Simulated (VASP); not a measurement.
# Ta2AlC2N (I4/mmm) in VASP: a series of runs

Ta2AlC2N is run at these levels: PBE; tasks: single point.

Program: VASP 6.6.1. These are calculated values, not measurements. Logs are shortened: lines on timing, memory, paths and dates and some standing lists are left out, and cuts for length are marked.

## Step 1: The cell of the first run

The structure is tetragonal, space group I4/mmm (No. 139). Conventional cell: a = 3.885 Å, b = 3.885 Å, c = 10.358 Å, α = 90.00°, β = 90.00°, γ = 90.00°. Within 2.0 Å of Ta (site symmetry 4mm) lie 1 N at 1.51 Å. Within 3.7 Å of Al (site symmetry 4/mmm) lie 4 N at 2.75 Å and 10 Ta at 3.13 to 3.67 Å and 8 C at 3.24 Å. C (site symmetry -4m2) has 4 Ta at 2.22 Å and 4 C at 2.75 Å within 2.9 Å. Within 2.0 Å of N (site symmetry 4/mmm) lie 2 Ta at 1.51 Å.

The cell was generated, and may not be a known phase.

## Step 2: Single point, PBE, collinear spin

Input file INCAR:

```
SYSTEM = Ta2AlC2N
PREC     = Accurate       ! precision mode
ENCUT    = 600            ! plane-wave cutoff, eV
EDIFF    = 1E-6           ! SCF threshold, eV
ISMEAR   = 0              ! smearing method
SIGMA    = 0.1            ! smearing width, eV
LREAL    = .False.        ! projectors in reciprocal space
LASPH    = .True.         ! aspherical terms in the spheres
NELM     = 200            ! most SCF steps
ALGO     = Normal         ! electronic algorithm
ISIF     = 2              ! what is computed and relaxed
LWAVE    = .False.        ! write WAVECAR
LCHARG   = .False.        ! write CHGCAR
ISPIN    = 2              ! spin polarisation
MAGMOM   = 1 1 0 0 0 0    ! initial moments
LORBIT   = 11             ! projections on sites
LMAXMIX  = 4              ! l up to which the mixer works
GGA      = PE             ! functional
NBANDS   = 32             ! bands
GGA_COMPAT= .False.
```

Input file KPOINTS:

```
Automatic mesh
0
Gamma
  6 6 6
  0 0 0
```

Input file POSCAR:

```
Ta2AlC2N
1.0
   -1.9423436500      1.9423436500      5.1790373600
    1.9423436500     -1.9423436500      5.1790373600
    1.9423436500      1.9423436500     -5.1790373600
Ta Al C N
2 1 2 1
Direct
    0.6457520100      0.6457520100      0.0000000000
    0.3542479900      0.3542479900      0.0000000000
    0.0000000000      0.0000000000      0.0000000000
    0.2500000000      0.7500000000      0.5000000000
    0.7500000000      0.2500000000      0.5000000000
    0.5000000000      0.5000000000      0.0000000000
```

Potentials or basis: VASP PAW PBE potentials, release 64 (Ta_pv, Al, C, N).

The run is started by

```bash
> cat potpaw_PBE.64/Ta_pv/POTCAR potpaw_PBE.64/Al/POTCAR potpaw_PBE.64/C/POTCAR potpaw_PBE.64/N/POTCAR > POTCAR
> mpirun -np 1 vasp_std > vasp.out
```

OUTCAR:

```text
SYSTEM = Ta2AlC2N
   PREC = Accurate
   ENCUT = 600
   EDIFF = 1E-6
   ISMEAR = 0
   LREAL = .False.
   LASPH = .True.
   NELM = 200
   ISIF = 2
   ISPIN = 2
   LORBIT = 11
   GGA = PE

 ion  position               nearest neighbor table
   1  0.646  0.646  0.000-   6 1.51   5 2.22   4 2.22   4 2.22   5 2.22   2 3.02   3 3.13   3 3.13
                             3 3.13   3 3.13   2 3.49   2 3.49   2 3.49   2 3.49
   2  0.354  0.354  0.000-   6 1.51   4 2.22   5 2.22   5 2.22   4 2.22   1 3.02   3 3.13   3 3.13
                             3 3.13   3 3.13   1 3.49   1 3.49   1 3.49   1 3.49
   3  0.000  0.000  0.000-   1 3.13   2 3.13   1 3.13   2 3.13   1 3.13   2 3.13   2 3.13   1 3.13

   4  0.250  0.750  0.500-   2 2.22   1 2.22   2 2.22   1 2.22
   5  0.750  0.250  0.500-   2 2.22   1 2.22   2 2.22   1 2.22
   6  0.500  0.500  0.000-   1 1.51   2 1.51

  LATTYP: Found a body centered tetragonal cell.
 ALAT       =     3.8846873000
 C/A-ratio  =     2.6663857140

  Lattice vectors:

 A1 = (  -1.9423436500,   1.9423436500,   5.1790373600)
 A2 = (   1.9423436500,  -1.9423436500,   5.1790373600)
 A3 = (   1.9423436500,   1.9423436500,  -5.1790373600)

Analysis of symmetry for initial positions (statically):
=====================================================================
 Subroutine PRICEL returns:
 Original cell was already a primitive cell.

 Routine SETGRP: Setting up the symmetry group for a
 body centered tetragonal supercell.

 Subroutine GETGRP returns: Found 16 space group operations
 (whereof 16 operations were pure point group operations)
 out of a pool of 16 trial point group operations.

The static configuration has the point symmetry D_4h.

Analysis of symmetry for dynamics (positions and initial velocities):
=====================================================================
 Subroutine PRICEL returns:
 Original cell was already a primitive cell.

 Routine SETGRP: Setting up the symmetry group for a
 body centered tetragonal supercell.

 Subroutine GETGRP returns: Found 16 space group operations
 (whereof 16 operations were pure point group operations)
 out of a pool of 16 trial point group operations.

The dynamic configuration has the point symmetry D_4h.

Analysis of structural, dynamic, and magnetic symmetry:
=====================================================================
 Subroutine PRICEL returns:
 Original cell was already a primitive cell.

 Routine SETGRP: Setting up the symmetry group for a
 body centered tetragonal supercell.

 Subroutine GETGRP returns: Found 16 space group operations
 (whereof 16 operations were pure point group operations)
 out of a pool of 16 trial point group operations.

The overall configuration has the point symmetry D_4h.

 Subroutine INISYM returns: Found 16 space group operations
 (whereof 16 operations are pure point group operations),
 and found     1 'primitive' translations

----------------------------------------------------------------------------------------

                                     Primitive cell

  volume of cell :      78.1558

  direct lattice vectors                    reciprocal lattice vectors
    -1.942343650  1.942343650  5.179037360     0.000000000  0.257420977  0.096543038
     1.942343650 -1.942343650  5.179037360     0.257420977  0.000000000  0.096543038
     1.942343650  1.942343650 -5.179037360     0.257420977  0.257420977  0.000000000

  length of vectors
     5.862407840  5.862407840  5.862407840     0.274929296  0.274929296  0.364048237

  position of ions in fractional coordinates (direct lattice)
     0.645752010  0.645752010  0.000000000
     0.354247990  0.354247990  0.000000000
     0.000000000  0.000000000  0.000000000
     0.250000000  0.750000000  0.500000000
     0.750000000  0.250000000  0.500000000
     0.500000000  0.500000000  0.000000000

  ion indices of the primitive-cell ions
   primitive index   ion index
                 1           1
                 2           2
                 3           3
                 4           4
                 5           5
                 6           6

----------------------------------------------------------------------------------------

[... 27 lines left out ...]
  0.166667  0.000000  0.000000      8.000000
  0.333333  0.000000  0.000000      8.000000
  0.500000  0.000000 -0.000000      4.000000
  0.166667  0.166667  0.000000      8.000000
  0.333333  0.166667  0.000000     16.000000
[... 16 lines left out ...]
 -0.333333 -0.333333  0.166667      8.000000
 -0.166667 -0.333333  0.166667      8.000000
 [... further k-points ...]
   k-points           NKPTS =     30   k-points in BZ     NKDIM =     30   number of bands    NBANDS=     32
   number of dos      NEDOS =    301   number of ions     NIONS =      6
   total plane-waves  NPLWV = 110592
   dimension x,y,z NGX =    48 NGY =   48 NGZ =   48
   dimension x,y,z NGXF=    96 NGYF=   96 NGZF=   96
   ions per type =               2   1   2   1
   NGX,Y,Z   is equivalent  to a cutoff of  13.61, 13.61, 13.61 a.u.
   NGXF,Y,Z  is equivalent  to a cutoff of  27.22, 27.22, 27.22 a.u.
 SYSTEM =  Ta2AlC2N
   PREC   = accura    normal or accurate (medium, high low for compatibility)
   ISTART =      0    job   : 0-new  1-cont  2-samecut
   ICHARG =      2    charge: 1-file 2-atom 10-const
   ISPIN  =      2    spin polarized calculation?
   LNONCOLLINEAR =      F non collinear calculations
   LSORBIT =      F    spin-orbit coupling
   LASPH  =      T    aspherical Exc in radial PAW
   ENCUT  =  600.0 eV  44.10 Ry    6.64 a.u.  11.71 11.71 11.71*2*pi/ulx,y,z
   NELM   =    200;   NELMIN=  2; NELMDL= -5     # of ELM steps
   EDIFF  = 0.1E-05   stopping-criterion for ELM
   LREAL  =      F    real-space projection
[... 7 lines left out ...]
   TEBEG  =    0.0;   TEEND  =   0.0 temperature during run
   PSTRESS=    0.0 pullay stress
   NELECT =      38.0000    total number of electrons
   NUPDOWN=      -1.0000    fix difference up-down
   EMIN   =  10.00;   EMAX   =-10.00  energy-range for DOS
   EFERMI =   0.00;   METHOD = LEGACY
   ISMEAR =     0;   SIGMA  =   0.10  broadening in eV -4-tet -1-fermi 0-gaus
   EFERMI_NEDOS =   21; number of points for ismear=-14 and -15
   IALGO  =     38    algorithm
   IMIX   =      4    mixing-type and parameters
     AMIX     =   0.40;   BMIX     =  1.00
     AMIX_MAG =   1.60;   BMIX_MAG =  1.00
  volume/ion in A,a.u.               =      13.03        87.90
  Fermi-wavevector in a.u.,A,eV,Ry     =   1.287308  2.432658 22.547039  1.657161
  Thomas-Fermi vector in A             =   2.419330
   LORBIT       =     11    0 simple, 1 ext, 2 COOP (PROOUT), +10 PAW based schemes
   GGA     = PE    functional components
   LHFCALC =     F    Hartree Fock is set to
   AEXX    =    0.0000 exact exchange contribution
   IVDW    =     0    specifies the selected vdW correction
   LEPSILON=     F    determine dielectric tensor
   LRPA    =     F    only Hartree local field effects (RPA)
 spin polarized calculation
 Gauss-broadening in eV      SIGMA  =   0.10
  energy-cutoff  :      600.00
  volume of cell :       78.16
 maximum number of plane-waves:      2626
   NGX = 23   NGY = 23   NGZ = 23

 number of electron      38.0000000 magnetization      -0.0001224

 number of electron      38.0000000 magnetization       0.0000114

 Free energy of the ion-electron system (eV)
  ---------------------------------------------------
  ext. energy  EPLUGINS =         0.00000000
  ---------------------------------------------------
  free energy    TOTEN  =       -42.24586485 eV

  energy without entropy =      -42.23641245  energy(sigma->0) =      -42.24113865

 E-fermi :   6.3249     XC(G=0): -11.4345

 val. band max:        6.2510379034   @ k =   0.5000   0.5000   0.3333
 cond. band min:       6.3278606625   @ k =   0.3333   0.3333   0.0000
 fundamental gap:      0.0768227591
 Fermi energy:         6.3248861210

 spin component 1

 k-point     1 :       0.0000    0.0000    0.0000
  band No.  band energies     occupation
      1     -30.1484      1.00000
      2     -29.5494      1.00000
      3     -28.0194      1.00000
      4     -28.0194      1.00000
      5     -28.0053      1.00000
      6     -28.0053      1.00000
[... 805 lines left out ...]
     30      13.9352      0.00000
     31      14.7645      0.00000

 [... further k-points ...]

 spin component 2

 k-point     1 :       0.0000    0.0000    0.0000
  band No.  band energies     occupation
      1     -30.1484      1.00000
      2     -29.5494      1.00000
      3     -28.0194      1.00000
      4     -28.0194      1.00000
      5     -28.0053      1.00000
      6     -28.0053      1.00000
[... 805 lines left out ...]
     30      13.9352      0.00000
     31      14.7646      0.00000

 [... further k-points ...]

 [bands above 31 left out]

------------------------ aborting loop because EDIFF is reached ----------------------------------------

  FORCE on cell =-STRESS in cart. coord.  units (eV):
  Direction    XX          YY          ZZ          XY          YZ          ZX
  --------------------------------------------------------------------------------------
  -------------------------------------------------------------------------------------
  Total        4.3231983      4.3231983     91.0400469      0.0000000      0.0000000     -0.0000000
  in kB       88.6246572     88.6246572   1866.3018201      0.0000000      0.0000000     -0.0000000
  external PRESSURE =     681.1837115 kB  Pullay stress =       0.0000000 kB

 VOLUME and BASIS-vectors are now :
 -----------------------------------------------------------------------------
  energy-cutoff  :      600.00
  volume of cell :       78.16
      direct lattice vectors                 reciprocal lattice vectors
    -1.942343650  1.942343650  5.179037360     0.000000000  0.257420977  0.096543038
     1.942343650 -1.942343650  5.179037360     0.257420977  0.000000000  0.096543038
     1.942343650  1.942343650 -5.179037360     0.257420977  0.257420977  0.000000000

 POSITION                                       TOTAL-FORCE (eV/Angst)
 -----------------------------------------------------------------------------------
      0.00000      0.00000      6.68875         0.000000      0.000000     35.129335
      0.00000      0.00000      3.66933         0.000000      0.000000    -35.129335
      0.00000      0.00000      0.00000        -0.000000     -0.000000     -0.000000
      1.94234     -0.00000      2.58952        -0.000000     -0.000000     -0.000000
     -0.00000      1.94234      2.58952        -0.000000     -0.000000      0.000000
      0.00000      0.00000      5.17904        -0.000000     -0.000000     -0.000000
 -----------------------------------------------------------------------------------
    total drift:                                0.000000      0.000000     -0.000000

  FREE ENERGIE OF THE ION-ELECTRON SYSTEM (eV)
  ---------------------------------------------------
  free  energy   TOTEN  =       -42.2458648489 eV

  energy  without entropy=      -42.2364124519  energy(sigma->0) =      -42.24113865

 total charge

# of ion       s       p       d       tot
------------------------------------------
    1        0.434   6.327   2.923   9.684
    2        0.434   6.327   2.923   9.684
    3        0.587   0.207   0.000   0.795
    4        0.904   1.431   0.000   2.335
    5        0.904   1.431   0.000   2.335
    6        1.419   2.971   0.000   4.390
--------------------------------------------------
tot          4.681  18.694   5.846  29.221

 magnetization (x)

# of ion       s       p       d       tot
------------------------------------------
    1       -0.000   0.000  -0.000  -0.000
    2       -0.000   0.000  -0.000  -0.000
    3       -0.000   0.000   0.000  -0.000
    4       -0.000  -0.000   0.000  -0.000
    5       -0.000  -0.000   0.000  -0.000
    6       -0.000   0.000   0.000   0.000
--------------------------------------------------
tot         -0.000  -0.000  -0.000  -0.000
```

Run time: 5.4 min. Hardware: 1 thread of Oxide Virtual Turin-like, shared host; peak memory 0.47 GiB.

Results:

```yaml
Free_energy: -42.2459 eV
Pressure: 68.1 GPa
Largest_force: 35.129 eV/Å
Band_gap_on_the_k_mesh: zero (filled and empty bands overlap)
Net_moment: 0.00 μB per cell
Valence_electrons_inside_the_program's_atomic_spheres: Ta 9.68; Al 0.80; C 2.33; N 4.39
```

Forces in eV/Å, atoms in the order of the input:
```
Ta    0.000   0.000  35.129
Ta    0.000   0.000 -35.129
Al    0.000   0.000   0.000
C     0.000   0.000   0.000
C     0.000   0.000   0.000
N     0.000   0.000   0.000
```

Caveat: atoms lie so close that the PAW spheres overlap strongly, which falsifies energies and pressures; the stress differs along the axes, from 9 to 187 GPa; spin-orbit coupling is left out, which moves the levels of the heavy elements; forces of over 1 eV/Å act on the atoms, so gaps and moduli don't describe the material at rest.

(Part 1 of 2 ends here.)

The gap in the log of VASP goes by the Fermi energy; the results here count the filled bands.